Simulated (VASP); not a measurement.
# TiO2 in VASP: further runs

Aim: see how the results for TiO2 move with the level of theory and the settings. Levels: PBE, r2SCAN. Tasks: single point.

Everything below comes from runs of VASP 6.6.1. Logs are shortened: lines on timing, memory, paths and dates and some standing lists are left out, and cuts for length are marked.

## (1) The cell of the first run

The typed cell holds 6 atoms: a = 5.458 Å, b = 5.458 Å, c = 5.458 Å, α = 139.43°, β = 139.43°, γ = 58.71°.

## (2) Single point, PBE

The input, INCAR:

```
SYSTEM = TiO2
  PREC = Accurate
  ENCUT = 520
  EDIFF = 1E-6
  ISMEAR = 0
  SIGMA = 0.1
  LREAL = .False.
  LASPH = .True.
  NELM = 80
  ALGO = Normal
  ISIF = 2
  LWAVE = .False.
  LCHARG = .True.
  GGA = PE
  LELF = .True.
  LVHAR = .True.
  NBANDS = 33
```

The input, KPOINTS:

```
Automatic mesh
0
Gamma
  7 7 9
  0 0 0
```

The input, POSCAR:

```
TiO2
1.0
   -1.8921000000      1.8921000000      4.7573000000
    1.8921000000     -1.8921000000      4.7573000000
    1.8921000000      1.8921000000     -4.7573000000
Ti O
2 4
Direct
    0.7492480000      0.2497380000      0.4942780000
    0.0029960000     -0.0032250000      0.0002190000
    0.7826300000      0.7950910000     -0.0026270000
    0.5414520000      0.0397660000      0.5011680000
    0.9502900000      0.4498680000      0.4760920000
    0.2155060000      0.2096870000      0.0055930000
```

Potentials or basis: VASP PAW PBE potentials, release 64 (Ti_sv, O).

Command:

```bash
cat potpaw_PBE.64/Ti_sv/POTCAR potpaw_PBE.64/O/POTCAR > POTCAR
mpirun -np 1 vasp_std > vasp.out
```

OUTCAR:

```text
SYSTEM = TiO2
   PREC = Accurate
   ENCUT = 520
   EDIFF = 1E-6
   ISMEAR = 0
   LREAL = .False.
   LASPH = .True.
   NELM = 80
   ISIF = 2
   GGA = PE

 ion  position               nearest neighbor table
   1  0.749  0.250  0.494-   3 1.90   6 1.90   3 1.95   6 1.97   5 2.00   4 2.02
   2  0.003  0.997  0.000-   5 1.89   4 1.92   4 1.94   5 1.96   3 1.99   6 2.00
   3  0.783  0.795  0.997-   1 1.90   1 1.95   2 1.99
   4  0.541  0.040  0.501-   2 1.92   2 1.94   1 2.02
   5  0.950  0.450  0.476-   2 1.89   2 1.96   1 2.00
   6  0.216  0.210  0.006-   1 1.90   1 1.97   2 2.00

  LATTYP: Found a body centered tetragonal cell.
 ALAT       =     3.7842000000
 C/A-ratio  =     2.5142962846

  Lattice vectors:

 A1 = (  -1.8921000000,   1.8921000000,   4.7573000000)
 A2 = (   1.8921000000,  -1.8921000000,   4.7573000000)
 A3 = (   1.8921000000,   1.8921000000,  -4.7573000000)

Analysis of symmetry for initial positions (statically):
=====================================================================
 Subroutine PRICEL returns:
 Original cell was already a primitive cell.

 Routine SETGRP: Setting up the symmetry group for a
 body centered tetragonal supercell.

 Subroutine GETGRP returns: Found  1 space group operations
 (whereof  1 operations were pure point group operations)
 out of a pool of 16 trial point group operations.

The static configuration has the point symmetry C_1 .

Analysis of symmetry for dynamics (positions and initial velocities):
=====================================================================
 Subroutine PRICEL returns:
 Original cell was already a primitive cell.

 Routine SETGRP: Setting up the symmetry group for a
 body centered tetragonal supercell.

 Subroutine GETGRP returns: Found  1 space group operations
 (whereof  1 operations were pure point group operations)
 out of a pool of 16 trial point group operations.

The dynamic configuration has the point symmetry C_1 .

 Subroutine INISYM returns: Found  1 space group operations
 (whereof  1 operations are pure point group operations),
 and found     1 'primitive' translations

----------------------------------------------------------------------------------------

                                     Primitive cell

[... 120 lines left out ...]
   EDIFF  = 0.1E-05   stopping-criterion for ELM
   LREAL  =      F    real-space projection
   EDIFFG = 0.1E-04   stopping-criterion for IOM
   NSW    =      0    number of steps for IOM
   IBRION =     -1    ionic relax: 0-MD 1-quasi-New 2-CG
   NFREE  =      0    steps in history (QN), initial steepest desc. (CG)
   ISIF   =      2    stress and relaxation
   ISYM   =      2    0-nonsym 1-usesym 2-fastsym
   POTIM  = 0.5000    time-step for ionic-motion
   TEBEG  =    0.0;   TEEND  =   0.0 temperature during run
   PSTRESS=    0.0 pullay stress
   NELECT =      48.0000    total number of electrons
   NUPDOWN=      -1.0000    fix difference up-down
   EMIN   =  10.00;   EMAX   =-10.00  energy-range for DOS
   EFERMI =   0.00;   METHOD = LEGACY
   ISMEAR =     0;   SIGMA  =   0.10  broadening in eV -4-tet -1-fermi 0-gaus
   EFERMI_NEDOS =   21; number of points for ismear=-14 and -15
   IALGO  =     38    algorithm
   IMIX   =      4    mixing-type and parameters
     AMIX     =   0.40;   BMIX     =  1.00
     AMIX_MAG =   1.60;   BMIX_MAG =  1.00
  volume/ion in A,a.u.               =      11.35        76.62
  Fermi-wavevector in a.u.,A,eV,Ry     =   1.456752  2.752862 28.873289  2.122127
  Thomas-Fermi vector in A             =   2.573634
   LORBIT       =      0    0 simple, 1 ext, 2 COOP (PROOUT), +10 PAW based schemes
   GGA     = PE    functional components
   LHFCALC =     F    Hartree Fock is set to
   AEXX    =    0.0000 exact exchange contribution
   IVDW    =     0    specifies the selected vdW correction
   LEPSILON=     F    determine dielectric tensor
   LRPA    =     F    only Hartree local field effects (RPA)
 non-spin polarized calculation
 Gauss-broadening in eV      SIGMA  =   0.10
  energy-cutoff  :      520.00
  volume of cell :       68.13
 maximum number of plane-waves:      1851
 NGX is ok and might be reduce to    42
   NGX = 21   NGY = 21   NGZ = 21

 number of electron      48.0000002 magnetization

 Free energy of the ion-electron system (eV)
  ---------------------------------------------------
  ext. energy  EPLUGINS =         0.00000000
  ---------------------------------------------------
  free energy    TOTEN  =       -53.77902700 eV

  energy without entropy =      -53.77902700  energy(sigma->0) =      -53.77902700

 E-fermi :   3.8804     XC(G=0): -10.7482

 val. band max:        3.4776914300   @ k =   0.0000   0.0000   0.4444
 cond. band min:       5.4940870545   @ k =   0.0000   0.0000   0.0000
 fundamental gap:      2.0163956245
 Fermi energy:         3.8803611833

 k-point     1 :       0.0000    0.0000    0.0000
  band No.  band energies     occupation
      1     -53.0168      2.00000
      2     -52.9427      2.00000
      3     -29.4651      2.00000
      4     -29.2551      2.00000
      5     -29.2292      2.00000
      6     -29.1656      2.00000
[... 853 lines left out ...]
     32      10.0967      0.00000
     33      10.6369      0.00000

 [... further k-points ...]

------------------------ aborting loop because EDIFF is reached ----------------------------------------

  FORCE on cell =-STRESS in cart. coord.  units (eV):
  Direction    XX          YY          ZZ          XY          YZ          ZX
  --------------------------------------------------------------------------------------
  -------------------------------------------------------------------------------------
  Total        3.1186483      1.8529499      1.3781933     -0.0113495     -0.0534449      0.4848942
  in kB       73.3446232     43.5778259     32.4124607     -0.2669192     -1.2569218     11.4037814
  external PRESSURE =      49.7783033 kB  Pullay stress =       0.0000000 kB

 VOLUME and BASIS-vectors are now :
 -----------------------------------------------------------------------------
  energy-cutoff  :      520.00
  volume of cell :       68.13
      direct lattice vectors                 reciprocal lattice vectors
    -1.892100000  1.892100000  4.757300000     0.000000000  0.264256646  0.105101633
     1.892100000 -1.892100000  4.757300000     0.264256646  0.000000000  0.105101633
     1.892100000  1.892100000 -4.757300000     0.264256646  0.264256646  0.000000000

 POSITION                                       TOTAL-FORCE (eV/Angst)
 -----------------------------------------------------------------------------------
     -0.00990      1.88035      2.40105         0.070899      0.073340     -0.333184
      1.88074     -1.87991      4.75517        -0.098313     -0.015542      0.265376
      1.91071      1.86355      2.76089        -0.641862      0.241206      0.195945
     -0.00098      1.89750      0.38082        -0.155380     -0.082998      0.228767
     -0.04603      1.84766      4.39606         0.792739      0.211577     -0.330881
     -0.00043      0.02159      1.99616         0.031918     -0.427583     -0.026022
 -----------------------------------------------------------------------------------
    total drift:                               -0.000095      0.000318     -0.000384

  FREE ENERGIE OF THE ION-ELECTRON SYSTEM (eV)
  ---------------------------------------------------
  free  energy   TOTEN  =       -53.7790270011 eV

  energy  without entropy=      -53.7790270011  energy(sigma->0) =      -53.77902700
```

stdout:

```text
POSCAR found type information on POSCAR TiO
 POSCAR found :  2 types and       6 ions
 scaLAPACK will be used
 LDA part: xc-table for (Slater+PW92), standard interpolation
 -----------------------------------------------------------------------------
|                                                                             |
|           W    W    AA    RRRRR   N    N  II  N    N   GGGG   !!!           |
|           W    W   A  A   R    R  NN   N  II  NN   N  G    G  !!!           |
|           W    W  A    A  R    R  N N  N  II  N N  N  G       !!!           |
|           W WW W  AAAAAA  RRRRR   N  N N  II  N  N N  G  GGG   !            |
|           WW  WW  A    A  R   R   N   NN  II  N   NN  G    G                |
|           W    W  A    A  R    R  N    N  II  N    N   GGGG   !!!           |
|                                                                             |
|     Your reciprocal lattice and k-lattice belong to different lattice       |
|     classes:                                                                |
|                                                                             |
|        The reciprocal lattice is body-centered tetragonal,                  |
|        whereas your k-lattice is base-centered monoclinic.                  |
|                                                                             |
|     Results are often still useful ...                                      |
|                                                                             |
 -----------------------------------------------------------------------------

 POSCAR, INCAR and KPOINTS ok, starting setup
 FFT: planning ... GRIDC
 FFT: planning ... GRID_SOFT
 FFT: planning ... GRID
 WAVECAR not read
 entering main loop
```

Run time: 15 min. Hardware: 1 thread of Intel Xeon Platinum 8259CL at 2.50GHz (Skylake/Cascade Lake), shared host; peak memory 0.52 GiB.

What came out:

| Item | Value |
| --- | --- |
| Free energy | -53.7790 eV |
| Pressure | 5.0 GPa |
| Largest force | 0.885 eV/Å |
| Band gap on the k mesh | 2.02 eV (least direct gap 2.51 eV) |

Forces in eV/Å, atoms in the order of the input:
```
Ti   0.071  0.073 -0.333
Ti  -0.098 -0.016  0.265
O   -0.642  0.241  0.196
O   -0.155 -0.083  0.229
O    0.793  0.212 -0.331
O    0.032 -0.428 -0.026
```

Caveat: the cell stands under pressure; an odd mesh through Γ misses points on the zone boundary, where band edges can lie.

## (3) Single point, PBE

This run uses another cell than the first one, of 11.66 Å³/atom.

The input, INCAR:

```
SYSTEM = TiO2
ALGO = Normal
EDIFF = 1E-7
ENCUT = 520
GGA = PE
ISIF = 2
ISMEAR = -1
LASPH = .True.
LCHARG = .False.
LREAL = .False.
LWAVE = .False.
NBANDS = 33
NELM = 100
PREC = Accurate
SIGMA = 0.05
```

The input, KPOINTS:

```
k-points
0
Gamma
  10 10 10
  0 0 0
```

The input, POSCAR:

```
TiO2
1.0
   -1.8996067926      1.8996067926      4.8485113910
    1.8996067926     -1.8996067926      4.8485113910
    1.8996067926      1.8996067926     -4.8485113910
Ti O
2 4
Direct
    0.7500000000      0.2500000000      0.5000000000
    0.0000000000      0.0000000000      0.0000000000
    0.7935048805      0.7935048805      0.0000000000
    0.5435048805      0.0435048805      0.5000000000
    0.9564951195      0.4564951195      0.5000000000
    0.2064951195      0.2064951195      0.0000000000
```

Potentials or basis: VASP PAW PBE potentials, release 64 (Ti_sv, O).

Command:

```bash
cat potpaw_PBE.64/Ti_sv/POTCAR potpaw_PBE.64/O/POTCAR > POTCAR
mpirun -np 1 vasp_std > vasp.out
```

Wall time 6.7 min (1 thread of Intel Xeon Platinum 8488C (Sapphire Rapids), shared host); peak memory 0.37 GiB.

It converged, with:

- Free energy: -53.8647 eV
- Pressure: 0.7 GPa
- Largest force: 0.019 eV/Å
- Band gap on the k mesh: 2.11 eV (least direct gap 2.41 eV)

Forces on the atoms (eV/Å):
```
Ti   0.000  0.000  0.000
Ti   0.000  0.000  0.000
O    0.000  0.000 -0.019
O    0.000  0.000 -0.019
O    0.000  0.000  0.019
O    0.000  0.000  0.019
```

Stress tensor (GPa, compression positive):
```
0.66 0.00 0.00
0.00 0.66 0.00
0.00 0.00 0.76
```

Levels at points of the mesh, in eV from the valence-band top:
```csv
k point,band 20,band 21,band 22,band 23,band 24,band 25,band 26,band 27,band 28,band 29
"(0.00, 0.00, 0.00)",-0.79,-0.79,-0.78,-0.41,-0.41,2.11,2.78,3.97,3.97,3.97
"(0.50, 0.00, 0.00)",-1.89,-1.88,-0.87,-0.84,-0.63,3.19,3.46,3.51,3.53,4.20
"(0.50, 0.50, 0.00)",-2.56,-1.97,-1.97,-0.04,-0.04,3.22,3.22,3.69,3.69,4.77
"(0.50, 0.50, 0.50)",-1.32,-1.23,-1.23,-0.09,-0.09,2.44,2.44,3.70,3.70,4.26
```

## (4) Single point, r2SCAN

The input, POSCAR:

```
TiO2
1.0
   -1.8921000000      1.8921000000      4.7573000000
    1.8921000000     -1.8921000000      4.7573000000
    1.8921000000      1.8921000000     -4.7573000000
Ti O
2 4
Direct
    0.7500000000      0.2500000000      0.5000000000
    0.0000000000      0.0000000000      0.0000000000
    0.7919000000      0.7919000000      0.0000000000
    0.5419000000      0.0419000000      0.5000000000
    0.9581000000      0.4581000000      0.5000000000
    0.2081000000      0.2081000000      0.0000000000
```

The input, INCAR.step1:

```
SYSTEM = TiO2
ALGO = Normal
EDIFF = 1E-4
ENCUT = 520
GGA = PE
ISMEAR = -1
LASPH = .TRUE.
LCHARG = .FALSE.
LREAL = .FALSE.
LWAVE = .TRUE.
NBANDS = 33
NELM = 100
PREC = Accurate
SIGMA = 0.05
```

The input, INCAR.step2:

```
SYSTEM = TiO2
ALGO = Normal
EDIFF = 1E-6
ENCUT = 520
ISIF = 2
ISMEAR = -1
ISTART = 1
LASPH = .TRUE.
LCHARG = .FALSE.
LMIXTAU = .TRUE.
LREAL = .FALSE.
LWAVE = .FALSE.
METAGGA = R2SCAN
NBANDS = 33
NELM = 100
PREC = Accurate
SIGMA = 0.05
```

The input, KPOINTS:

```
k-points
0
G
  10 10 10
  0 0 0
```

Potentials or basis: VASP PAW PBE potentials, release 64 (Ti_sv, O).

Command:

```bash
cat potpaw_PBE.64/Ti_sv/POTCAR potpaw_PBE.64/O/POTCAR > POTCAR
cp INCAR.step1 INCAR
mpirun -np 1 vasp_std > vasp.out
cp INCAR.step2 INCAR
mpirun -np 1 vasp_std > vasp.out
```

OUTCAR:

```text
SYSTEM = TiO2
   EDIFF = 1E-6
   ENCUT = 520
   ISIF = 2
   ISMEAR = -1
   ISTART = 1
   LASPH = .TRUE.
   LREAL = .FALSE.
   METAGGA = R2SCAN
   NELM = 100
   PREC = Accurate

 ion  position               nearest neighbor table
   1  0.750  0.250  0.500-   3 1.93   6 1.93   3 1.93   6 1.93   5 1.98   4 1.98
   2  0.000  0.000  0.000-   4 1.93   5 1.93   4 1.93   5 1.93   3 1.98   6 1.98
   3  0.792  0.792  0.000-   1 1.93   1 1.93   2 1.98
   4  0.542  0.042  0.500-   2 1.93   2 1.93   1 1.98
   5  0.958  0.458  0.500-   2 1.93   2 1.93   1 1.98
   6  0.208  0.208  0.000-   1 1.93   1 1.93   2 1.98

  LATTYP: Found a body centered tetragonal cell.
 ALAT       =     3.7842000000
 C/A-ratio  =     2.5142962846

  Lattice vectors:

 A1 = (  -1.8921000000,   1.8921000000,   4.7573000000)
 A2 = (   1.8921000000,  -1.8921000000,   4.7573000000)
 A3 = (   1.8921000000,   1.8921000000,  -4.7573000000)

Analysis of symmetry for initial positions (statically):
=====================================================================
 Subroutine PRICEL returns:
 Original cell was already a primitive cell.

 Routine SETGRP: Setting up the symmetry group for a
 body centered tetragonal supercell.
[... 182 lines left out ...]
 Fermi energy:         4.0885216830

 k-point     1 :       0.0000    0.0000    0.0000
  band No.  band energies     occupation
      1     -55.5332      2.00000
      2     -55.4716      2.00000
      3     -30.9573      2.00000
      4     -30.7045      2.00000
      5     -30.7045      2.00000
      6     -30.6322      2.00000
[... 853 lines left out ...]
     32       9.9888      0.00000
     33      10.8651      0.00000

 [... further k-points ...]

------------------------ aborting loop because EDIFF is reached ----------------------------------------

  FORCE on cell =-STRESS in cart. coord.  units (eV):
  Direction    XX          YY          ZZ          XY          YZ          ZX
  --------------------------------------------------------------------------------------
  -------------------------------------------------------------------------------------
  Total        0.6393235      0.6393235      0.9598674      0.0000000      0.0000000      0.0000000
  in kB       15.0356629     15.0356629     22.5742396      0.0000000      0.0000000      0.0000000
  external PRESSURE =      17.5485218 kB  Pullay stress =       0.0000000 kB

 VOLUME and BASIS-vectors are now :
 -----------------------------------------------------------------------------
  energy-cutoff  :      520.00
  volume of cell :       68.13
      direct lattice vectors                 reciprocal lattice vectors
    -1.892100000  1.892100000  4.757300000     0.000000000  0.264256646  0.105101633
     1.892100000 -1.892100000  4.757300000     0.264256646  0.000000000  0.105101633
     1.892100000  1.892100000 -4.757300000     0.264256646  0.264256646  0.000000000

 POSITION                                       TOTAL-FORCE (eV/Angst)
 -----------------------------------------------------------------------------------
      0.00000      1.89210      2.37865        -0.000000     -0.000000     -0.000000
      0.00000      0.00000      0.00000        -0.000000     -0.000000     -0.000000
      0.00000      0.00000      7.53461        -0.000000     -0.000000     -0.038197
      0.00000      1.89210      0.39866        -0.000000     -0.000000     -0.038197
      0.00000      1.89210      4.35864         0.000000      0.000000      0.038197
      0.00000      0.00000      1.97999         0.000000      0.000000      0.038197
 -----------------------------------------------------------------------------------
    total drift:                                0.000000      0.000000      0.000000

  FREE ENERGIE OF THE ION-ELECTRON SYSTEM (eV)
  ---------------------------------------------------
  free  energy   TOTEN  =       -69.8555676297 eV

  energy  without entropy=      -69.8555676297  energy(sigma->0) =      -69.85556763
```

OSZICAR.step1:

```text
N       E                     dE             d eps       ncg     rms          rms(c)
DAV:   1     0.665227471885E+03    0.66523E+03   -0.24263E+04  6732   0.169E+03
DAV:   2     0.316478489727E+02   -0.63358E+03   -0.58705E+03  7356   0.508E+02
DAV:   3    -0.659573586317E+02   -0.97605E+02   -0.95872E+02  9097   0.192E+02
DAV:   4    -0.708336679222E+02   -0.48763E+01   -0.48656E+01 10117   0.416E+01
DAV:   5    -0.710150030512E+02   -0.18134E+00   -0.18131E+00  8577   0.629E+00    0.322E+01
DAV:   6    -0.539479905690E+02    0.17067E+02   -0.78272E+01  9417   0.889E+01    0.109E+01
DAV:   7    -0.540330726282E+02   -0.85082E-01   -0.14630E+01  8945   0.323E+01    0.949E+00
DAV:   8    -0.538801273204E+02    0.15295E+00   -0.54340E-01  8802   0.635E+00    0.656E+00
DAV:   9    -0.538855493382E+02   -0.54220E-02   -0.79533E-01  9397   0.101E+01    0.237E+00
DAV:  10    -0.538380644896E+02    0.47485E-01   -0.37273E-01  9165   0.619E+00    0.966E-01
DAV:  11    -0.538262967215E+02    0.11768E-01   -0.44532E-02  8671   0.146E+00    0.428E-01
DAV:  12    -0.538261447464E+02    0.15198E-03   -0.63928E-03  7987   0.926E-01    0.157E-01
DAV:  13    -0.538258005753E+02    0.34417E-03   -0.11426E-03  9238   0.373E-01    0.286E-02
DAV:  14    -0.538257861648E+02    0.14410E-04   -0.12092E-04  5236   0.107E-01
   1 F= -.53825786E+02 E0= -.53825786E+02  d E =-.333643E-10
```

Run time: 22 min. Hardware: 1 thread of Intel Xeon Platinum 8488C (Sapphire Rapids), shared host; peak memory 0.38 GiB.

What came out:

| Quantity | Value |
| --- | --- |
| Free energy | -69.8556 eV |
| Pressure | 1.8 GPa |
| Largest force | 0.038 eV/Å |
| Band gap on the k mesh | 2.54 eV (least direct gap 2.89 eV) |

Forces in eV/Å, atoms in the order of the input:
```
Ti   0.000  0.000  0.000
Ti   0.000  0.000  0.000
O    0.000  0.000 -0.038
O    0.000  0.000 -0.038
O    0.000  0.000  0.038
O    0.000  0.000  0.038
```

Stress tensor (GPa, compression positive):
```
1.50 0.00 0.00
0.00 1.50 0.00
0.00 0.00 2.26
```

Caveat: the PAW data sets were made with another functional, which shifts forces and pressure a little. r2SCAN opens gaps a little over a GGA but as a rule still falls short of measured ones.

## (5) The runs side by side

```csv
level,cell,k mesh,smearing,gap on the mesh (eV),pressure (GPa),largest force (eV/Å)
PBE,"a = 5.458 Å, angles 139.4, 139.4, 58.7°, 6 atoms, atomic positions A",7 × 7 × 9,gaussian 0.1 eV,2.02,5.0,0.88
PBE,"a = 5.543 Å, angles 139.9, 139.9, 58.0°, 6 atoms, atomic positions B",10 × 10 × 10,fermi-dirac 0.05 eV,2.11,0.7,0.02
r2SCAN,"a = 5.458 Å, angles 139.4, 139.4, 58.7°, 6 atoms, atomic positions C",10 × 10 × 10,fermi-dirac 0.05 eV,2.54,1.8,0.04
```

Alike in all rows: task single point; potentials or basis VASP PAW PBE potentials, release 64 (Ti_sv, O); no spin polarisation; cutoff (eV) 520.

Caveats: the cell stands under pressure (at least some runs); an odd mesh through Γ misses points on the zone boundary, where band edges can lie (at least some runs); the PAW data sets were made with another functional, which shifts forces and pressure a little (at least some runs).

Total energies depend on the potentials used, so only differences within one code and one set of settings carry meaning.
